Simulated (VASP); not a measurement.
KNb2W2:

```xyz
5
Lattice="4.2756 0.0000 0.0000 -2.1378 3.7027 0.0000 0.0000 0.0000 7.2057" Properties=species:S:1:pos:R:3 pbc="T T T"
K     0.0000    0.0000    0.0000
Nb    0.0000    2.4685    4.4675
Nb    2.1378    1.2342    2.7382
W     0.0000    2.4685    1.8735
W     2.1378    1.2342    5.3322
```

The cell was built from a structure type or drawn by symmetry, and may not be a known phase.

| Property | Result |
| --- | --- |
| Program | VASP 6.6.1 |
| Task | relaxation of cell and atoms |
| Functional | PBE |
| Potentials or basis | VASP PAW PBE potentials, release 64 (K_sv, Nb_sv, W_sv) |
| Cutoff | 600 eV |
| k mesh | 6 × 6 × 4 |
| Occupations | gaussian, width 0.1 eV |
| Spin | no spin polarisation |

At the start: pressure 5.1 GPa; volume 22.82 Å³/atom.

**Question.** How do energy, volume and symmetry change on relaxing?

**Answer.** Over 24 steps the energy falls by 149.3 meV/atom and the volume is 28.12 Å³/atom (+23.3 %); space group P-3m1 (No. 164, to 0.1 Å) before and after.

The path:
```
step  energy change (eV)  largest force (eV/Å)  pressure (GPa)  volume (Å³)
   1              0.0000                1.0513            5.06       114.08
   2             -0.1787                1.3016           -3.67       126.37
   3             -0.1939                1.0868           -2.00       123.47
   4             -0.3721                0.2676            0.11       125.31
   5             -0.3736                0.1561            0.39       125.47
   6             -0.4240                0.2983            0.24       126.95
   7             -0.5268                0.6799            0.14       131.23
   8             -0.3889                2.3432            1.31       139.19
   9             -0.5319                1.2101            0.78       133.21
  10             -0.5611                1.1171            0.37       134.30
  11             -0.6262                0.8975           -0.64       137.52
  12             -0.6744                0.9063           -1.95       143.76
  13             -0.7248                0.3974           -0.50       143.13
  14             -0.7284                0.3382           -0.01       142.93
  15             -0.7285                0.3324            0.04       142.91
  16             -0.7343                0.2323           -0.13       143.01
  17             -0.7406                0.0083           -0.54       143.26
  18             -0.7428                0.1730            0.07       142.02
  19             -0.7428                0.1590            0.02       142.13
  20             -0.7442                0.1228            0.05       141.70
  21             -0.7460                0.0320            0.16       140.43
  22             -0.7463                0.0534           -0.18       140.79
  23             -0.7464                0.0332           -0.08       140.68
  24             -0.7467                0.0087           -0.04       140.61
```

Final structure:
```yaml
crystal:
  lattice:
    - [4.31835, 0.00000, 0.00000]
    - [-2.15918, 3.73980, 0.00000]
    - [0.00000, 0.00000, 8.70651]
  atoms:
    - { symbol: K, position: [0.00000, 0.00000, 0.00000] }
    - { symbol: Nb, position: [0.33333, 0.66667, 0.58776] }
    - { symbol: Nb, position: [0.66667, 0.33333, 0.41224] }
    - { symbol: W, position: [0.33333, 0.66667, 0.30521] }
    - { symbol: W, position: [0.66667, 0.33333, 0.69479] }
```

Caveat: the volume moved by over 15 % at a fixed basis, so the end points are rough.
